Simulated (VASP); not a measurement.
# ZnS (F-43m) in VASP: further runs

The runs below take ZnS through single point, with PBE.

Everything below comes from runs of VASP 6.6.1. Logs are shortened: lines on timing, memory, paths and dates and some standing lists are left out, and cuts for length are marked.

**Measured values to compare with.**

From “Electronic, vibrational, and thermodynamic properties of ZnS (zincblende and rocksalt structure)”, 2009, arxiv:0911.5022, for a bulk crystal of ZnS at 19 K: band gap 3.85 eV (direct).

How close the calculation comes is told below.

### 1 The cell of the first run

It takes space group F-43m (No. 216, cubic). Conventional cell: a = 5.331 Å, b = 5.331 Å, c = 5.331 Å, α = 90.00°, β = 90.00°, γ = 90.00°. Zn (site symmetry -43m) has 4 S at 2.31 Å within 3.1 Å. Within 3.1 Å of S (site symmetry -43m) lie 4 Zn at 2.31 Å.

### 2 Single point, PBE

INCAR

```
SYSTEM = ZnS
ALGO = Normal
EDIFF = 1E-6
ENCUT = 500
GGA = PE
GGA_COMPAT = .False.
ISIF = 2
ISMEAR = 0
LASPH = .True.
LCHARG = .False.
LREAL = .False.
LWAVE = .False.
NBANDS = 16
NELM = 120
PREC = Accurate
SIGMA = 0.01
```

KPOINTS

```
k-points
0
Gamma
  6 6 6
  0 0 0
```

POSCAR

```
ZnS
1.0
    0.0000000000      2.6654820099      2.6654820099
    2.6654820099      0.0000000000      2.6654820099
    2.6654820099      2.6654820099      0.0000000000
Zn S
1 1
Direct
    0.2500000000      0.2500000000      0.2500000000
    0.0000000000      0.0000000000      0.0000000000
```

Potentials or basis: VASP PAW PBE potentials, release 64 (Zn, S).

Launch:

```console
$ cat potpaw_PBE.64/Zn/POTCAR potpaw_PBE.64/S/POTCAR > POTCAR
$ mpirun -np 1 vasp_std > vasp.out
```

OUTCAR:

```text
SYSTEM = ZnS
   EDIFF = 1E-6
   ENCUT = 500
   GGA = PE
   ISIF = 2
   ISMEAR = 0
   LASPH = .True.
   LREAL = .False.
   NELM = 120
   PREC = Accurate

 ion  position               nearest neighbor table
   1  0.250  0.250  0.250-   2 2.31   2 2.31   2 2.31   2 2.31
   2  0.000  0.000  0.000-   1 2.31   1 2.31   1 2.31   1 2.31

  LATTYP: Found a face centered cubic cell.
 ALAT       =     5.3309640198

  Lattice vectors:

 A1 = (   0.0000000000,   2.6654820099,   2.6654820099)
 A2 = (   2.6654820099,   0.0000000000,   2.6654820099)
 A3 = (   2.6654820099,   2.6654820099,   0.0000000000)

Analysis of symmetry for initial positions (statically):
=====================================================================
 Subroutine PRICEL returns:
 Original cell was already a primitive cell.

 Routine SETGRP: Setting up the symmetry group for a
 face centered cubic supercell.

 Subroutine GETGRP returns: Found 24 space group operations
 (whereof 24 operations were pure point group operations)
 out of a pool of 48 trial point group operations.

The static configuration has the point symmetry T_d .

Analysis of symmetry for dynamics (positions and initial velocities):
=====================================================================
 Subroutine PRICEL returns:
 Original cell was already a primitive cell.

 Routine SETGRP: Setting up the symmetry group for a
 face centered cubic supercell.

 Subroutine GETGRP returns: Found 24 space group operations
 (whereof 24 operations were pure point group operations)
 out of a pool of 48 trial point group operations.

The dynamic configuration has the point symmetry T_d .

 Subroutine INISYM returns: Found 24 space group operations
 (whereof 24 operations are pure point group operations),
 and found     1 'primitive' translations

----------------------------------------------------------------------------------------

                                     Primitive cell

  volume of cell :      37.8754

  direct lattice vectors                    reciprocal lattice vectors
     0.000000000  2.665482010  2.665482010    -0.187583333  0.187583333  0.187583333
     2.665482010  0.000000000  2.665482010     0.187583333 -0.187583333  0.187583333
     2.665482010  2.665482010  0.000000000     0.187583333  0.187583333 -0.187583333

  length of vectors
     3.769560809  3.769560809  3.769560809     0.324903864  0.324903864  0.324903864

  position of ions in fractional coordinates (direct lattice)
     0.250000000  0.250000000  0.250000000
     0.000000000  0.000000000  0.000000000

  ion indices of the primitive-cell ions
   primitive index   ion index
                 1           1
                 2           2

----------------------------------------------------------------------------------------

 KPOINTS: k-points

Automatic generation of k-mesh.
 Grid dimensions read from file:
 generate k-points for:    6    6    6

 Generating k-lattice:

  Cartesian coordinates                     Fractional coordinates (reciprocal lattice)
    -0.031263889  0.031263889  0.031263889     0.166666667  0.000000000  0.000000000
     0.031263889 -0.031263889  0.031263889     0.000000000  0.166666667  0.000000000
     0.031263889  0.031263889 -0.031263889     0.000000000  0.000000000  0.166666667

  Length of vectors
     0.054150644  0.054150644  0.054150644

  Shift w.r.t. Gamma in fractional coordinates (k-lattice)
     0.000000000  0.000000000  0.000000000

 Subroutine IBZKPT returns following result:
 ===========================================

 Found     16 irreducible k-points:

 Following reciprocal coordinates:
            Coordinates               Weight
  0.000000  0.000000  0.000000      1.000000
  0.166667  0.000000  0.000000      8.000000
  0.333333  0.000000  0.000000      8.000000
  0.500000  0.000000  0.000000      4.000000
  0.166667  0.166667  0.000000      6.000000
  0.333333  0.166667  0.000000     24.000000
[... 8 lines left out ...]
 -0.333333  0.333333  0.166667     24.000000
 -0.333333  0.500000  0.166667     12.000000
   k-points           NKPTS =     16   k-points in BZ     NKDIM =     16   number of bands    NBANDS=     16
   number of dos      NEDOS =    301   number of ions     NIONS =      2
   total plane-waves  NPLWV =  21952
   dimension x,y,z NGX =    28 NGY =   28 NGZ =   28
   dimension x,y,z NGXF=    56 NGYF=   56 NGZF=   56
   ions per type =               1   1
   NGX,Y,Z   is equivalent  to a cutoff of  12.35, 12.35, 12.35 a.u.
   NGXF,Y,Z  is equivalent  to a cutoff of  24.70, 24.70, 24.70 a.u.
 SYSTEM =  ZnS
   PREC   = accura    normal or accurate (medium, high low for compatibility)
   ISTART =      0    job   : 0-new  1-cont  2-samecut
   ICHARG =      2    charge: 1-file 2-atom 10-const
   ISPIN  =      1    spin polarized calculation?
   LNONCOLLINEAR =      F non collinear calculations
   LSORBIT =      F    spin-orbit coupling
   LASPH  =      T    aspherical Exc in radial PAW
   ENCUT  =  500.0 eV  36.75 Ry    6.06 a.u.   6.87  6.87  6.87*2*pi/ulx,y,z
   NELM   =    120;   NELMIN=  2; NELMDL= -5     # of ELM steps
   EDIFF  = 0.1E-05   stopping-criterion for ELM
   LREAL  =      F    real-space projection
   EDIFFG = 0.1E-04   stopping-criterion for IOM
   NSW    =      0    number of steps for IOM
   IBRION =     -1    ionic relax: 0-MD 1-quasi-New 2-CG
   NFREE  =      0    steps in history (QN), initial steepest desc. (CG)
   ISIF   =      2    stress and relaxation
   ISYM   =      2    0-nonsym 1-usesym 2-fastsym
   POTIM  = 0.5000    time-step for ionic-motion
   TEBEG  =    0.0;   TEEND  =   0.0 temperature during run
   PSTRESS=    0.0 pullay stress
   NELECT =      18.0000    total number of electrons
   NUPDOWN=      -1.0000    fix difference up-down
   EMIN   =  10.00;   EMAX   =-10.00  energy-range for DOS
   EFERMI =   0.00;   METHOD = LEGACY
   ISMEAR =     0;   SIGMA  =   0.01  broadening in eV -4-tet -1-fermi 0-gaus
   EFERMI_NEDOS =   21; number of points for ismear=-14 and -15
   IALGO  =     38    algorithm
   IMIX   =      4    mixing-type and parameters
     AMIX     =   0.40;   BMIX     =  1.00
     AMIX_MAG =   1.60;   BMIX_MAG =  1.00
  volume/ion in A,a.u.               =      18.94       127.80
  Fermi-wavevector in a.u.,A,eV,Ry     =   1.277556  2.414231 22.206736  1.632149
  Thomas-Fermi vector in A             =   2.410149
   LORBIT       =      0    0 simple, 1 ext, 2 COOP (PROOUT), +10 PAW based schemes
   GGA     = PE    functional components
   LHFCALC =     F    Hartree Fock is set to
   AEXX    =    0.0000 exact exchange contribution
   IVDW    =     0    specifies the selected vdW correction
   LEPSILON=     F    determine dielectric tensor
   LRPA    =     F    only Hartree local field effects (RPA)
 non-spin polarized calculation
 Gauss-broadening in eV      SIGMA  =   0.01
  energy-cutoff  :      500.00
  volume of cell :       37.88
 maximum number of plane-waves:       982
   NGX = 13   NGY = 13   NGZ = 13

 number of electron      18.0000019 magnetization

 Free energy of the ion-electron system (eV)
  ---------------------------------------------------
  ext. energy  EPLUGINS =         0.00000000
  ---------------------------------------------------
  free energy    TOTEN  =        -6.80986518 eV

  energy without entropy =       -6.80986518  energy(sigma->0) =       -6.80986518

 E-fermi :   2.5931     XC(G=0):  -9.8227

 val. band max:        2.4999841843   @ k =   0.0000   0.0000   0.0000
 cond. band min:       4.7943912022   @ k =   0.0000   0.0000   0.0000
 fundamental gap:      2.2944070179
 Fermi energy:         2.5930522192

 k-point     1 :       0.0000    0.0000    0.0000
  band No.  band energies     occupation
      1     -10.9340      2.00000
      2      -4.0132      2.00000
      3      -4.0132      2.00000
      4      -4.0132      2.00000
      5      -3.4655      2.00000
      6      -3.4655      2.00000
[... 8 lines left out ...]
     15      14.3071      0.00000
     16      14.5994      0.00000

 k-point     2 :       0.1667    0.0000    0.0000
  band No.  band energies     occupation
      1     -10.7165      2.00000
      2      -4.0121      2.00000
      3      -3.9748      2.00000
      4      -3.9748      2.00000
      5      -3.4677      2.00000
      6      -3.4677      2.00000
[... 8 lines left out ...]
     15      13.4984      0.00000
     16      15.3611      0.00000

 k-point     3 :       0.3333    0.0000    0.0000
  band No.  band energies     occupation
      1     -10.2198      2.00000
      2      -3.9110      2.00000
      3      -3.9110      2.00000
      4      -3.8644      2.00000
      5      -3.4525      2.00000
      6      -3.4525      2.00000
[... 8 lines left out ...]
     15      14.1436      0.00000
     16      14.4879      0.00000

 k-point     4 :       0.5000    0.0000    0.0000
  band No.  band energies     occupation
      1      -9.9294      2.00000
      2      -3.8884      2.00000
      3      -3.8884      2.00000
      4      -3.4317      2.00000
      5      -3.4317      2.00000
      6      -3.2557      2.00000
[... 8 lines left out ...]
     15      16.0108      0.00000
     16      16.0108      0.00000
[... 172 lines left out ...]
 k-point    14 :       0.5000    0.3333    0.1667
  band No.  band energies     occupation
      1      -9.8739      2.00000
      2      -3.9314      2.00000
      3      -3.8205      2.00000
      4      -3.6988      2.00000
      5      -3.4420      2.00000
      6      -3.3884      2.00000
[... 8 lines left out ...]
     15      16.6652      0.00000
     16      17.2861      0.00000

 k-point    15 :      -0.3333    0.3333    0.1667
  band No.  band energies     occupation
      1      -9.6758      2.00000
      2      -3.8784      2.00000
      3      -3.7744      2.00000
      4      -3.5278      2.00000
      5      -3.4800      2.00000
      6      -3.1279      2.00000
[... 8 lines left out ...]
     15      16.4488      0.00000
     16      17.1271      0.00000

 k-point    16 :      -0.3333    0.5000    0.1667
  band No.  band energies     occupation
      1      -9.5853      2.00000
      2      -3.9355      2.00000
      3      -3.6897      2.00000
      4      -3.5994      2.00000
      5      -3.4413      2.00000
      6      -3.0765      2.00000
[... 8 lines left out ...]
     15      16.5511      0.00000
     16      17.5786      0.00000

------------------------ aborting loop because EDIFF is reached ----------------------------------------

  FORCE on cell =-STRESS in cart. coord.  units (eV):
  Direction    XX          YY          ZZ          XY          YZ          ZX
  --------------------------------------------------------------------------------------
  -------------------------------------------------------------------------------------
  Total        1.2189451      1.2189451      1.2189451     -0.0000000     -0.0000000     -0.0000000
  in kB       51.5629148     51.5629148     51.5629148     -0.0000000     -0.0000000     -0.0000000
  external PRESSURE =      51.5629148 kB  Pullay stress =       0.0000000 kB

 VOLUME and BASIS-vectors are now :
 -----------------------------------------------------------------------------
  energy-cutoff  :      500.00
  volume of cell :       37.88
      direct lattice vectors                 reciprocal lattice vectors
     0.000000000  2.665482010  2.665482010    -0.187583333  0.187583333  0.187583333
     2.665482010  0.000000000  2.665482010     0.187583333 -0.187583333  0.187583333
     2.665482010  2.665482010  0.000000000     0.187583333  0.187583333 -0.187583333

 POSITION                                       TOTAL-FORCE (eV/Angst)
 -----------------------------------------------------------------------------------
      1.33274      1.33274      1.33274        -0.000000     -0.000000     -0.000000
      0.00000      0.00000      0.00000         0.000000      0.000000      0.000000
 -----------------------------------------------------------------------------------
    total drift:                               -0.000001     -0.000001     -0.000001

  FREE ENERGIE OF THE ION-ELECTRON SYSTEM (eV)
  ---------------------------------------------------
  free  energy   TOTEN  =        -6.8098651763 eV

  energy  without entropy=       -6.8098651763  energy(sigma->0) =       -6.80986518
```

It took 10 s on 1 thread of Intel Xeon 6975P-C, shared host; peak memory 0.15 GiB.

What came out:

- Free energy: -6.8099 eV
- Pressure: 5.2 GPa
- Band gap on the k mesh: 2.29 eV, direct

Levels at points of the mesh, in eV from the valence-band top:
| k point | band 7 | band 8 | band 9 | band 10 | band 11 | band 12 |
| --- | --- | --- | --- | --- | --- | --- |
| (0.00, 0.00, 0.00) | 0.00 | 0.00 | 0.00 | 2.29 | 6.36 | 6.36 |
| (0.50, 0.00, 0.00) | -5.56 | -0.93 | -0.93 | 3.39 | 6.90 | 6.90 |
| (0.50, 0.50, 0.00) | -4.72 | -2.37 | -2.37 | 3.31 | 4.06 | 11.28 |

### 3 Single point, PBE

This run uses another cell than the first one, of 19.33 Å³/atom, 1.021 times its volume.

INCAR

```
  ALGO = Normal
  EDIFF = 1E-6
  ENCUT = 500
  GGA = PE
  GGA_COMPAT = False
  ISIF = 2
  ISMEAR = 0
  LASPH = True
  LCHARG = False
  LREAL = False
  LWAVE = False
  NBANDS = 16
  NELM = 120
  PREC = Accurate
  SIGMA = 0.01
```

KPOINTS

```
k-points
0
Gamma
  6 6 6
```

POSCAR

```
ZnS
1.0
    0.0000000000      2.6838652254      2.6838652254
    2.6838652254      0.0000000000      2.6838652254
    2.6838652254      2.6838652254      0.0000000000
Zn S
1 1
Direct
    0.2500000000      0.2500000000      0.2500000000
    0.0000000000      0.0000000000      0.0000000000
```

Potentials or basis: VASP PAW PBE potentials, release 64 (Zn, S).

Launch:

```console
$ cat potpaw_PBE.64/Zn/POTCAR potpaw_PBE.64/S/POTCAR > POTCAR
$ mpirun -np 1 vasp_std > vasp.out
```

Wall time 11 s (1 thread of Intel Xeon 6975P-C, shared host); peak memory 0.15 GiB.

Results (log left out):

```yaml
Free_energy: -6.8311 eV
Pressure: 3.4 GPa
Band_gap_on_the_k_mesh: 2.20 eV, direct
```

Levels at points of the mesh, in eV from the valence-band top:
| k point | band 6 | band 7 | band 8 | band 9 | band 10 | band 11 | band 12 | band 13 |
| --- | --- | --- | --- | --- | --- | --- | --- | --- |
| (0.00, 0.00, 0.00) | -5.90 | 0.00 | 0.00 | 0.00 | 2.20 | 6.38 | 6.38 | 6.38 |
| (0.50, 0.00, 0.00) | -5.69 | -5.43 | -0.90 | -0.90 | 3.35 | 6.91 | 6.91 | 8.95 |
| (0.50, 0.50, 0.00) | -5.68 | -4.64 | -2.29 | -2.29 | 3.36 | 4.07 | 11.12 | 12.11 |

(Continued in part 2 of 2.)
